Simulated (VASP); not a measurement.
Input of a VASP 6.6.1 run:

File INCAR:

```
PREC = Accurate
ENCUT = 520
EDIFF = 1E-6
ISMEAR = 0
SIGMA = 0.02
LREAL = F
LASPH = T
NELM = 80
ALGO = Normal
ISIF = 2
LWAVE = F
LCHARG = T
GGA = PE
LELF = T
LVHAR = T
NBANDS = 41
```

The input KPOINTS:

```
Automatic mesh
0
Gamma
  8 8 2
```

File POSCAR:

```
Al5GaP6
1.0
    3.8944832388      0.0000000000      0.0000000000
    0.0000000000      3.8944832388      0.0000000000
    0.0000000000      0.0000000000     16.5181976532
Al Ga P
5 1 6
Direct
    0.5000000000      0.5000000000      0.8333508928
    0.0000000000      0.0000000000      0.6666940376
    0.5000000000      0.5000000000      0.5000000000
    0.0000000000      0.0000000000      0.3333059624
    0.5000000000      0.5000000000      0.1666491072
    0.0000000000      0.0000000000      0.0000000000
    0.5000000000      0.0000000000      0.7500440950
    0.0000000000      0.5000000000      0.5833438163
    0.5000000000      0.0000000000      0.4166561837
    0.0000000000      0.5000000000      0.2499559050
    0.5000000000      0.0000000000      0.0836915584
    0.0000000000      0.5000000000      0.9163084416
```

Potentials or basis: VASP PAW PBE potentials, release 64 (Al, Ga_d, P).

Run with:

```console
$ cat potpaw_PBE.64/Al/POTCAR potpaw_PBE.64/Ga_d/POTCAR potpaw_PBE.64/P/POTCAR > POTCAR
$ mpirun -np 1 vasp_std > vasp.out
```

Q: What does it give for the pressure?

A: -0.1 GPa.

Q: What does it give for the band gap on the k mesh?

A: 1.62 eV.

Q: Predict the largest force.

A: 0.005 eV/Å.

Forces on the atoms (eV/Å):
```
Al   0.000  0.000  0.000
Al   0.000  0.000  0.000
Al   0.000  0.000  0.000
Al   0.000  0.000  0.000
Al   0.000  0.000  0.000
Ga   0.000  0.000  0.000
P    0.000  0.000  0.000
P    0.000  0.000  0.000
P    0.000  0.000  0.000
P    0.000  0.000  0.000
P    0.000  0.000  0.005
P    0.000  0.000 -0.005
```

A k mesh can miss the band edges.
